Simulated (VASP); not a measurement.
# PbS (CsCl type) (Pm-3m) in VASP: further runs

Aim: see how the results for PbS (CsCl type) move with the level of theory and the settings. Levels: PBE, LDA. Tasks: single point.

All numbers are computed with VASP 6.6.1; they aren't measurements. Logs are shortened: lines on timing, memory, paths and dates and some standing lists are left out, and cuts for length are marked.

### Step 1. The cell of the first run

It takes space group Pm-3m (No. 221, cubic). The conventional cell has a = 3.390 Å, b = 3.390 Å, c = 3.390 Å, α = 90.00°, β = 90.00°, γ = 90.00°. Pb (site symmetry m-3m) has 8 S at 2.94 Å and 6 Pb at 3.39 Å within 3.9 Å. S (site symmetry m-3m) has 8 Pb at 2.94 Å and 6 S at 3.39 Å within 3.9 Å.

### Step 2. Single point, PBE (volume scaled by 0.8)

File INCAR:

```
PREC = Accurate ; ENCUT = 520
EDIFF = 1E-7 ; ISMEAR = -1
SIGMA = 0.1 ; LREAL = False
LASPH = True ; NELM = 100
ALGO = Normal ; ISIF = 2
LWAVE = False ; LCHARG = True
GGA = PE ; LELF = True
LVHAR = True ; NBANDS = 17
```

File KPOINTS:

```
Automatic mesh
0
Gamma
  11 11 11
```

File POSCAR:

```
PbS
1.0
    3.3899731078      0.0000000000      0.0000000000
    0.0000000000      3.3899731078      0.0000000000
    0.0000000000      0.0000000000      3.3899731078
Pb S
1 1
Direct
    0.0000000000      0.0000000000      0.0000000000
    0.5000000000      0.5000000000      0.5000000000
```

Potentials or basis: VASP PAW PBE potentials, release 64 (Pb_d, S).

Command:

```console
$ cat potpaw_PBE.64/Pb_d/POTCAR potpaw_PBE.64/S/POTCAR > POTCAR
$ mpirun -np 1 vasp_std > vasp.out
```

OUTCAR:

```text
PREC = Accurate
   ENCUT = 520
   EDIFF = 1E-7
   ISMEAR = -1
   LREAL = False
   LASPH = True
   NELM = 100
   ISIF = 2
   GGA = PE

 ion  position               nearest neighbor table
   1  0.000  0.000  0.000-   2 2.94   2 2.94   2 2.94   2 2.94   2 2.94   2 2.94   2 2.94   2 2.94

   2  0.500  0.500  0.500-   1 2.94   1 2.94   1 2.94   1 2.94   1 2.94   1 2.94   1 2.94   1 2.94

  LATTYP: Found a simple cubic cell.
 ALAT       =     3.3899731078

  Lattice vectors:

 A1 = (   3.3899731078,   0.0000000000,   0.0000000000)
 A2 = (   0.0000000000,   3.3899731078,   0.0000000000)
 A3 = (   0.0000000000,   0.0000000000,   3.3899731078)

Analysis of symmetry for initial positions (statically):
=====================================================================
 Subroutine PRICEL returns:
 Original cell was already a primitive cell.

 Routine SETGRP: Setting up the symmetry group for a
 simple cubic supercell.

 Subroutine GETGRP returns: Found 48 space group operations
[... 9 lines left out ...]

 Routine SETGRP: Setting up the symmetry group for a
 simple cubic supercell.

 Subroutine GETGRP returns: Found 48 space group operations
[... 11 lines left out ...]
                                     Primitive cell

  volume of cell :      38.9573

  direct lattice vectors                    reciprocal lattice vectors
     3.389973108  0.000000000  0.000000000     0.294987591  0.000000000  0.000000000
     0.000000000  3.389973108  0.000000000     0.000000000  0.294987591  0.000000000
     0.000000000  0.000000000  3.389973108     0.000000000  0.000000000  0.294987591

  length of vectors
     3.389973108  3.389973108  3.389973108     0.294987591  0.294987591  0.294987591

  position of ions in fractional coordinates (direct lattice)
     0.000000000  0.000000000  0.000000000
     0.500000000  0.500000000  0.500000000

  ion indices of the primitive-cell ions
   primitive index   ion index
                 1           1
                 2           2

----------------------------------------------------------------------------------------

 KPOINTS: Automatic mesh

Automatic generation of k-mesh.
 Grid dimensions read from file:
 generate k-points for:   11   11   11

 Generating k-lattice:

  Cartesian coordinates                     Fractional coordinates (reciprocal lattice)
     0.026817054  0.000000000  0.000000000     0.090909091  0.000000000  0.000000000
[... 49 lines left out ...]
 SYSTEM =  unknown system
   PREC   = accura    normal or accurate (medium, high low for compatibility)
   ISTART =      0    job   : 0-new  1-cont  2-samecut
   ICHARG =      2    charge: 1-file 2-atom 10-const
   ISPIN  =      1    spin polarized calculation?
   LNONCOLLINEAR =      F non collinear calculations
   LSORBIT =      F    spin-orbit coupling
   LASPH  =      T    aspherical Exc in radial PAW
   ENCUT  =  520.0 eV  38.22 Ry    6.18 a.u.   6.30  6.30  6.30*2*pi/ulx,y,z
   NELM   =    100;   NELMIN=  2; NELMDL= -5     # of ELM steps
   EDIFF  = 0.1E-06   stopping-criterion for ELM
   LREAL  =      F    real-space projection
   EDIFFG = 0.1E-05   stopping-criterion for IOM
   NSW    =      0    number of steps for IOM
   IBRION =     -1    ionic relax: 0-MD 1-quasi-New 2-CG
   NFREE  =      0    steps in history (QN), initial steepest desc. (CG)
   ISIF   =      2    stress and relaxation
   ISYM   =      2    0-nonsym 1-usesym 2-fastsym
   POTIM  = 0.5000    time-step for ionic-motion
   TEBEG  =    0.0;   TEEND  =   0.0 temperature during run
   PSTRESS=    0.0 pullay stress
   NELECT =      20.0000    total number of electrons
   NUPDOWN=      -1.0000    fix difference up-down
   EMIN   =  10.00;   EMAX   =-10.00  energy-range for DOS
   EFERMI =   0.00;   METHOD = LEGACY
   ISMEAR =    -1;   SIGMA  =   0.10  broadening in eV -4-tet -1-fermi 0-gaus
   EFERMI_NEDOS =   21; number of points for ismear=-14 and -15
   IALGO  =     38    algorithm
   IMIX   =      4    mixing-type and parameters
     AMIX     =   0.40;   BMIX     =  1.00
     AMIX_MAG =   1.60;   BMIX_MAG =  1.00
  volume/ion in A,a.u.               =      19.48       131.45
  Fermi-wavevector in a.u.,A,eV,Ry     =   1.310857  2.477160 23.379510  1.718345
  Thomas-Fermi vector in A             =   2.441358
   LORBIT       =      0    0 simple, 1 ext, 2 COOP (PROOUT), +10 PAW based schemes
   GGA     = PE    functional components
   LHFCALC =     F    Hartree Fock is set to
   AEXX    =    0.0000 exact exchange contribution
   IVDW    =     0    specifies the selected vdW correction
   LEPSILON=     F    determine dielectric tensor
   LRPA    =     F    only Hartree local field effects (RPA)
 non-spin polarized calculation
  energy-cutoff  :      520.00
  volume of cell :       38.96
 maximum number of plane-waves:      1064
 NGX is ok and might be reduce to    28
   NGX = 13   NGY = 13   NGZ = 13

 number of electron      20.0000002 magnetization

 Free energy of the ion-electron system (eV)
  ---------------------------------------------------
  ext. energy  EPLUGINS =         0.00000000
  ---------------------------------------------------
  free energy    TOTEN  =        -7.77452670 eV

  energy without entropy =       -7.74989452  energy(sigma->0) =       -7.76221061

 E-fermi :   9.1032     XC(G=0): -11.3010

 val. band max:        9.0974742254   @ k =   0.1818   0.1818   0.0909
 cond. band min:       9.1143021597   @ k =   0.2727   0.1818   0.0909
 fundamental gap:      0.0168279343
 Fermi energy:         9.1031598725

 k-point     1 :       0.0000    0.0000    0.0000
  band No.  band energies     occupation
      1      -8.0316      2.00000
      2      -8.0316      2.00000
      3      -7.6225      2.00000
      4      -7.6225      2.00000
      5      -7.6225      2.00000
      6      -5.9891      2.00000
[... 457 lines left out ...]
      4      -7.7093      2.00000
      5      -7.6353      2.00000
      6      -4.9634      2.00000
[... 9 lines left out ...]
     16      20.7900      0.00000
     17      21.5055      0.00000

 [... further k-points ...]
[... 5 lines left out ...]
  --------------------------------------------------------------------------------------
  -------------------------------------------------------------------------------------
  Total        4.7865568      4.7865568      4.7865568     -0.0000000     -0.0000000      0.0000000
  in kB      196.8543613    196.8543613    196.8543613     -0.0000000     -0.0000000      0.0000000
  external PRESSURE =     196.8543613 kB  Pullay stress =       0.0000000 kB

 VOLUME and BASIS-vectors are now :
 -----------------------------------------------------------------------------
  energy-cutoff  :      520.00
  volume of cell :       38.96
      direct lattice vectors                 reciprocal lattice vectors
     3.389973108  0.000000000  0.000000000     0.294987591  0.000000000  0.000000000
     0.000000000  3.389973108  0.000000000     0.000000000  0.294987591  0.000000000
     0.000000000  0.000000000  3.389973108     0.000000000  0.000000000  0.294987591

 POSITION                                       TOTAL-FORCE (eV/Angst)
 -----------------------------------------------------------------------------------
      0.00000      0.00000      0.00000         0.000000      0.000000      0.000000
      1.69499      1.69499      1.69499         0.000000      0.000000      0.000000
 -----------------------------------------------------------------------------------
    total drift:                               -0.000000      0.000000      0.000000

  FREE ENERGIE OF THE ION-ELECTRON SYSTEM (eV)
  ---------------------------------------------------
  free  energy   TOTEN  =        -7.7745266969 eV

  energy  without entropy=       -7.7498945179  energy(sigma->0) =       -7.76221061
```

stdout:

```text
POSCAR found type information on POSCAR PbS
 POSCAR found :  2 types and       2 ions
 scaLAPACK will be used
 LDA part: xc-table for (Slater+PW92), standard interpolation
 POSCAR, INCAR and KPOINTS ok, starting setup
 FFT: planning ... GRIDC
 FFT: planning ... GRID_SOFT
 FFT: planning ... GRID
 WAVECAR not read
 entering main loop
```

Wall time 26 s (1 thread of Intel Xeon 6975P-C, shared host); peak memory 0.17 GiB.

What came out:

```
Free energy            : -7.7745 eV
Pressure               : 19.7 GPa
Band gap on the k mesh : zero (band 10 reaches 9.31 eV, above the bottom of band 11 at 8.07 eV)
```

Caveat: spin-orbit coupling is left out, which moves the levels of the heavy elements.

### Step 3. Single point, PBE (volume scaled by 0.88)

File INCAR:

```
SYSTEM = PbS
  ALGO = Normal
  EDIFF = 1E-6
  ENCUT = 520
  GGA = PE
  ISIF = 2
  ISMEAR = -1
  LASPH = .TRUE.
  LCHARG = .FALSE.
  LREAL = .FALSE.
  LWAVE = .FALSE.
  NBANDS = 17
  NELM = 60
  PREC = Accurate
  SIGMA = 0.1
```

File KPOINTS:

```
k-points
0
G
  11 11 11
  0 0 0
```

File POSCAR:

```
PbS
1.0
    3.4994018311      0.0000000000      0.0000000000
    0.0000000000      3.4994018311      0.0000000000
    0.0000000000      0.0000000000      3.4994018311
Pb S
1 1
Direct
    0.0000000000      0.0000000000      0.0000000000
    0.5000000000      0.5000000000      0.5000000000
```

Potentials or basis: VASP PAW PBE potentials, release 64 (Pb_d, S).

Command:

```console
$ cat potpaw_PBE.64/Pb_d/POTCAR potpaw_PBE.64/S/POTCAR > POTCAR
$ mpirun -np 1 vasp_std > vasp.out
```

Run time: 23 s. Hardware: 1 thread of Intel Xeon 6975P-C, shared host; peak memory 0.18 GiB.

It converged, with:

- Free energy: -8.1163 eV
- Pressure: 9.1 GPa
- Band gap on the k mesh: zero (band 10 reaches 7.84 eV, above the bottom of band 11 at 7.08 eV)

Levels at points of the mesh, in eV from the Fermi level:
```
           k point  band 6  band 7  band 8  band 9  band 10  band 11  band 12  band 13  band 14  band 15
(0.00, 0.00, 0.00)  -14.15   -6.34   -1.99   -1.99    -1.99     5.29     5.29     7.53     7.53     7.53
```

Caveat: spin-orbit coupling is left out, which moves the levels of the heavy elements.

### Step 4. Single point, PBE (volume scaled by 0.88)

File INCAR:

```
PREC     = Accurate       # precision mode
ENCUT    = 520            # plane-wave cutoff, eV
EDIFF    = 1E-7           # SCF threshold, eV
ISMEAR   = -1             # smearing method
SIGMA    = 0.1            # smearing width, eV
LREAL    = False          # projectors in reciprocal space
LASPH    = True           # aspherical terms in the spheres
NELM     = 100            # most SCF steps
ALGO     = Normal         # electronic algorithm
ISIF     = 2              # what is computed and relaxed
LWAVE    = False          # write WAVECAR
LCHARG   = True           # write CHGCAR
GGA      = PE             # functional
LELF     = True           # ELF
LVHAR    = True         
NBANDS   = 17             # bands
```

File KPOINTS:

```
Automatic mesh
0
Gamma
  11 11 11
```

POSCAR is that of step 3.

Potentials or basis: VASP PAW PBE potentials, release 64 (Pb_d, S).

Command:

```console
$ cat potpaw_PBE.64/Pb_d/POTCAR potpaw_PBE.64/S/POTCAR > POTCAR
$ mpirun -np 1 vasp_std > vasp.out
```

OUTCAR:

```text
PREC = Accurate
   ENCUT = 520
   EDIFF = 1E-7
   ISMEAR = -1
   LREAL = False
   LASPH = True
   NELM = 100
   ISIF = 2
   GGA = PE

 ion  position               nearest neighbor table
   1  0.000  0.000  0.000-   2 3.03   2 3.03   2 3.03   2 3.03   2 3.03   2 3.03   2 3.03   2 3.03

   2  0.500  0.500  0.500-   1 3.03   1 3.03   1 3.03   1 3.03   1 3.03   1 3.03   1 3.03   1 3.03

  LATTYP: Found a simple cubic cell.
 ALAT       =     3.4994018311

  Lattice vectors:

 A1 = (   3.4994018311,   0.0000000000,   0.0000000000)
 A2 = (   0.0000000000,   3.4994018311,   0.0000000000)
 A3 = (   0.0000000000,   0.0000000000,   3.4994018311)

Analysis of symmetry for initial positions (statically):
=====================================================================
 Subroutine PRICEL returns:
 Original cell was already a primitive cell.

 Routine SETGRP: Setting up the symmetry group for a
 simple cubic supercell.

 Subroutine GETGRP returns: Found 48 space group operations
[... 9 lines left out ...]

[... 144 lines left out ...]

 number of electron      20.0000005 magnetization

 Free energy of the ion-electron system (eV)
  ---------------------------------------------------
  ext. energy  EPLUGINS =         0.00000000
  ---------------------------------------------------
  free energy    TOTEN  =        -8.11628823 eV

  energy without entropy =       -8.09223110  energy(sigma->0) =       -8.10425966

 E-fermi :   7.7005     XC(G=0): -10.8123

 val. band max:        7.6647011440   @ k =   0.1818   0.1818   0.0909
 cond. band min:       7.8362961302   @ k =   0.1818   0.1818   0.1818
 fundamental gap:      0.1715949862
 Fermi energy:         7.7005349986

 k-point     1 :       0.0000    0.0000    0.0000
  band No.  band energies     occupation
      1      -9.2347      2.00000
      2      -9.2347      2.00000
      3      -8.9253      2.00000
      4      -8.9253      2.00000
      5      -8.9253      2.00000
      6      -6.4465      2.00000
[... 457 lines left out ...]
      4      -8.9866      2.00000
      5      -8.9344      2.00000
      6      -5.5592      2.00000
[... 9 lines left out ...]
     16      19.1432      0.00000
     17      19.7675      0.00000

 [... further k-points ...]
[... 5 lines left out ...]
  --------------------------------------------------------------------------------------
  -------------------------------------------------------------------------------------
  Total        2.4276268      2.4276268      2.4276268      0.0000000      0.0000000     -0.0000000
  in kB       90.7634630     90.7634630     90.7634630      0.0000000      0.0000000     -0.0000000
  external PRESSURE =      90.7634630 kB  Pullay stress =       0.0000000 kB

 VOLUME and BASIS-vectors are now :
 -----------------------------------------------------------------------------
  energy-cutoff  :      520.00
  volume of cell :       42.85
      direct lattice vectors                 reciprocal lattice vectors
     3.499401831  0.000000000  0.000000000     0.285763124  0.000000000  0.000000000
     0.000000000  3.499401831  0.000000000     0.000000000  0.285763124  0.000000000
     0.000000000  0.000000000  3.499401831     0.000000000  0.000000000  0.285763124

 POSITION                                       TOTAL-FORCE (eV/Angst)
 -----------------------------------------------------------------------------------
      0.00000      0.00000      0.00000         0.000000      0.000000      0.000000
      1.74970      1.74970      1.74970         0.000000      0.000000      0.000000
 -----------------------------------------------------------------------------------
    total drift:                               -0.000000      0.000000      0.000000

  FREE ENERGIE OF THE ION-ELECTRON SYSTEM (eV)
  ---------------------------------------------------
  free  energy   TOTEN  =        -8.1162882327 eV

  energy  without entropy=       -8.0922310956  energy(sigma->0) =       -8.10425966
```

stdout:

```text
POSCAR found type information on POSCAR PbS
 POSCAR found :  2 types and       2 ions
 scaLAPACK will be used
 LDA part: xc-table for (Slater+PW92), standard interpolation
 POSCAR, INCAR and KPOINTS ok, starting setup
 FFT: planning ... GRIDC
 FFT: planning ... GRID_SOFT
 FFT: planning ... GRID
 WAVECAR not read
 entering main loop
```

Wall time 24 s (1 thread of Intel Xeon 6975P-C, shared host); peak memory 0.18 GiB.

What came out:

| Quantity | Value |
| --- | --- |
| Free energy | -8.1163 eV |
| Pressure | 9.1 GPa |
| Band gap on the k mesh | zero (band 10 reaches 7.84 eV, above the bottom of band 11 at 7.08 eV) |

Levels at points of the mesh, in eV from the Fermi level:
| k point | band 6 | band 7 | band 8 | band 9 | band 10 | band 11 | band 12 | band 13 | band 14 | band 15 |
| --- | --- | --- | --- | --- | --- | --- | --- | --- | --- | --- |
| (0.00, 0.00, 0.00) | -14.15 | -6.34 | -1.99 | -1.99 | -1.99 | 5.29 | 5.29 | 7.53 | 7.53 | 7.53 |

Caveat: spin-orbit coupling is left out, which moves the levels of the heavy elements.

(Part 1 of 2 ends here.)
